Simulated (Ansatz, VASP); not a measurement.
One calculation of GdO, two programs

Contents of INCAR:

```
SYSTEM = GdO
PREC = Accurate
ENCUT = 520
EDIFF = 1E-7
ISMEAR = -1
SIGMA = 0.05
LREAL = .False.
LASPH = .True.
NELM = 150
ALGO = Normal
ISIF = 2
LWAVE = .False.
LCHARG = .True.
ISPIN = 2
MAGMOM = 7 0
LORBIT = 11
LMAXMIX = 6
LDAU = .True.
LDAUTYPE = 2
LDAUL = 3 -1
LDAUU = 4 0
LDAUJ = 0 0
LDAUPRINT = 1
GGA = PE
LELF = .True.
LVHAR = .True.
NBANDS = 23
```

The input KPOINTS:

```
Automatic mesh
0
Gamma
  9 9 9
  0 0 0
```

Contents of POSCAR:

```
GdO
1.0
    0.0000000000      2.7000000000      2.7000000000
    2.7000000000      0.0000000000      2.7000000000
    2.7000000000      2.7000000000      0.0000000000
Gd O
1 1
Direct
    0.0000000000      0.0000000000      0.0000000000
    0.7500000000      0.7500000000      0.7500000000
```

File input.yaml:

```yaml
crystal:
  lattice:
    - [0.0, 2.7, 2.7]
    - [2.7, 0.0, 2.7]
    - [2.7, 2.7, 0.0]
  atoms:
    - { symbol: Gd, position: [0.0, 0.0, 0.0], spin: 7.0 }
    - { symbol: O, position: [0.75, 0.75, 0.75] }
hamiltonian:
  xc: pbe
  pseudopotentials: { kind: paw }
  hubbard: { sites: [{ species: Gd, l: f, u_eff: 4.0 }] }
magnetization:
  spin_polarized: true
kpoints:
  mp_grid: { grid: [9, 9, 9] }
  band_path:
    path:
      - [[0.0, 0.0, 0.0], [0.5, 0.0, 0.5], [0.5, 0.25, 0.75], [0.375, 0.375, 0.75], [0.0, 0.0, 0.0], [0.5, 0.5, 0.5], [0.625, 0.25, 0.625], [0.5, 0.25, 0.75], [0.5, 0.5, 0.5], [0.375, 0.375, 0.75]]
      - [[0.625, 0.25, 0.625], [0.5, 0.0, 0.5]]
    npoints: 14
scf:
  occupations: { method: fermi_dirac, width: 0.05 }
  n_extra_bands: 6
output:
  forces: true
  stress: true
  eigenvalues: true
  fatbands: true
  write_density: true
  write_potential: true
  elf: true
  volumetric_format: npy
```

Alike in both runs: functional PBE; k mesh 9 × 9 × 9; occupations fermi-dirac, width 0.05 eV; collinear spin; Hubbard terms Gd f U = 4.0 eV.

```csv
,VASP,Ansatz
version,VASP 6.6.1,Ansatz 0.2.0
potentials or method,"VASP PAW PBE potentials, release 64 (Gd, O)",Ansatz PAW
plane-wave cutoff (eV),520,420
valence electrons in the cell,24,24
task,single point,band structure
```

|  | VASP | Ansatz | Ansatz less VASP |
| --- | --- | --- | --- |
| gap on the k mesh at the Fermi level (eV) | none | none | - |
| pressure (GPa) | -0.3 | -0.4 | -0.06 |
| net moment per atom (μB) | 3.95 | 3.95 | 0.000 |
| size of the moment on the site where the two differ most (μB) | 7.05 | 7.01 | -0.048 |

Site moments also hang on the region over which each program counts them. The programs project onto different local orbitals, so the same U acts differently, and such runs can settle in different states. A gap of «none» marks a metal or a gap that the smearing closes.

Spin-orbit coupling is off throughout. Noted on Ansatz's run: the magnetic or orbital state may not be the lowest.
